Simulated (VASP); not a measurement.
ScTa3F: single point with PBE

ScTa3F:

```
CELL_PARAMETERS angstrom
2.23419 -3.60228 0.00000
2.23419 3.60228 0.00000
0.00000 0.00000 5.83932
ATOMIC_POSITIONS crystal
Sc 0.50000 0.50000 0.00000
Ta 0.20671 0.20671 0.50000
Ta 0.79329 0.79329 0.50000
Ta 0.00000 0.00000 0.00000
F 0.50000 0.50000 0.50000
```

The cell was generated, and may not be a known phase.

```yaml
Program: VASP 6.6.1
Task: single point
Functional: PBE
Potentials_or_basis: VASP PAW PBE potentials, release 64 (Sc_sv, Ta_pv, F)
Cutoff: 520 eV
k_mesh: 4 × 4 × 4
Occupations: gaussian, width 0.1 eV
Spin: collinear spin
Starting_moments: "[0.0, 1.0, 1.0, 1.0, 0.0] μB"
```

```json
{"Pressure": "194.0 GPa", "Largest force": "78.574 eV/Å", "Net moment": "0.00 μB per cell", "Valence electrons inside the program's atomic spheres": "Sc 10.22; Ta 10.81, 9.11 (each value once); F 6.79"}
```

Forces in eV/Å, atoms in the order of the input:
```
Sc    0.000   0.000   0.000
Ta  -78.574   0.000   0.000
Ta   78.574   0.000   0.000
Ta    0.000   0.000   0.000
F     0.000   0.000   0.000
```

Stress tensor (GPa, compression positive):
```
603.91   0.00   0.00
  0.00 -14.62   0.00
  0.00   0.00  -7.19
```

Levels at points of the mesh, in eV from the Fermi level:
Spin up:
| k point | band 21 | band 22 | band 23 | band 24 | band 25 | band 26 | band 27 | band 28 | band 29 | band 30 |
| --- | --- | --- | --- | --- | --- | --- | --- | --- | --- | --- |
| (0.00, 0.00, 0.00) | -2.03 | -1.87 | -1.41 | -1.22 | -0.61 | 0.35 | 1.31 | 2.02 | 2.13 | 2.32 |
| (0.50, 0.00, 0.00) | -2.86 | -1.73 | -1.57 | -0.32 | -0.32 | -0.10 | -0.03 | 0.82 | 1.14 | 1.88 |
| (0.50, 0.50, 0.00) | -1.66 | -1.64 | -0.81 | 0.29 | 0.82 | 0.94 | 1.10 | 1.35 | 1.72 | 1.94 |
| (0.00, 0.00, 0.50) | -2.26 | -2.26 | -1.66 | -1.03 | -0.49 | 0.04 | 0.90 | 1.36 | 2.59 | 3.35 |
| (0.50, 0.00, 0.50) | -2.78 | -1.76 | -1.68 | -1.14 | -0.26 | 0.63 | 0.65 | 1.23 | 1.46 | 1.57 |
| (0.50, 0.50, 0.50) | -2.27 | -2.11 | -1.54 | -0.87 | 0.70 | 0.95 | 1.27 | 1.40 | 1.87 | 2.09 |
Spin down:
| k point | band 23 | band 24 | band 25 | band 26 | band 27 | band 28 |
| --- | --- | --- | --- | --- | --- | --- |
| (0.00, 0.00, 0.00) | -1.41 | -1.22 | -0.61 | 0.35 | 1.31 | 2.02 |
| (0.50, 0.00, 0.00) | -1.57 | -0.32 | -0.32 | -0.10 | -0.03 | 0.82 |
| (0.50, 0.50, 0.00) | -0.81 | 0.29 | 0.82 | 0.94 | 1.10 | 1.35 |
| (0.00, 0.00, 0.50) | -1.66 | -1.03 | -0.49 | 0.04 | 0.90 | 1.36 |
| (0.50, 0.00, 0.50) | -1.68 | -1.14 | -0.26 | 0.63 | 0.65 | 1.23 |
| (0.50, 0.50, 0.50) | -1.53 | -0.87 | 0.70 | 0.95 | 1.27 | 1.40 |

It took 5.1 min on 1 thread of Oxide Virtual Turin-like Processor, on a shared host, peak memory 0.28 GiB.

Caveat: the k points lie up to 0.41 Å⁻¹ apart; atoms lie so close that the PAW spheres overlap strongly, which falsifies energies and pressures; spin-orbit coupling is left out, which moves the levels of the heavy elements; forces of over 1 eV/Å act on the atoms, so gaps and moduli don't describe the material at rest.
